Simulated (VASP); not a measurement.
Write the native input for VASP 6.6.1 that does the following.

```yaml
Task: single point
Functional: PBEsol
Potentials_or_basis: VASP PAW PBE potentials, release 64 (Si, N)
Cutoff: 520 eV
k_mesh: 7 × 7 × 7
Occupations: fermi-dirac, width 0.05 eV
Spin: no spin polarisation
Dipole_correction: no
Further_INCAR_settings: ALGO = Normal; EDIFF = 1e-06; NBANDS = 25
```

The structure of Si3N4 lies in POSCAR:

```
Si3N4
1.0
    3.9496533042      0.0000000000      0.0000000000
    0.0000000000      3.9496533042      0.0000000000
    0.0000000000      0.0000000000      3.9496533042
Si N
3 4
Direct
    0.0000000000      0.0000000000      0.5000000000
    0.5000000000      0.0000000000      0.0000000000
    0.0000000000      0.5000000000      0.0000000000
    0.2481075021      0.2481075021      0.7518924979
    0.7518924979      0.7518924979      0.7518924979
    0.2481075021      0.7518924979      0.2481075021
    0.7518924979      0.2481075021      0.2481075021
```

One way to write it, as run:

INCAR

```
ALGO = Normal ; EDIFF = 1E-6
ENCUT = 520 ; GGA = PS
ISIF = 2 ; ISMEAR = -1
LASPH = True ; LCHARG = False
LREAL = False ; LWAVE = False
NBANDS = 25 ; NELM = 60
PREC = Accurate ; SIGMA = 0.05
```

KPOINTS

```
k-points
0
Gamma
  7 7 7
```

Potentials or basis: VASP PAW PBE potentials, release 64 (Si, N).

Launch:

```console
$ cat potpaw_PBE.64/Si/POTCAR potpaw_PBE.64/N/POTCAR > POTCAR
$ mpirun -np 1 vasp_std > vasp.out
```

Results of the run:

```yaml
Pressure: 30.5 GPa
Largest_force: 0.007 eV/Å
Band_gap_on_the_k_mesh: 2.49 eV (least direct gap 2.69 eV)
```

Caveat: the cell stands under pressure; the PAW data sets were made with another functional, which shifts forces and pressure a little; an odd mesh through Γ misses points on the zone boundary, where band edges can lie.

It took 39 s on 1 thread of Intel Xeon 8259CL, with other jobs on the host, peak memory 0.17 GiB.
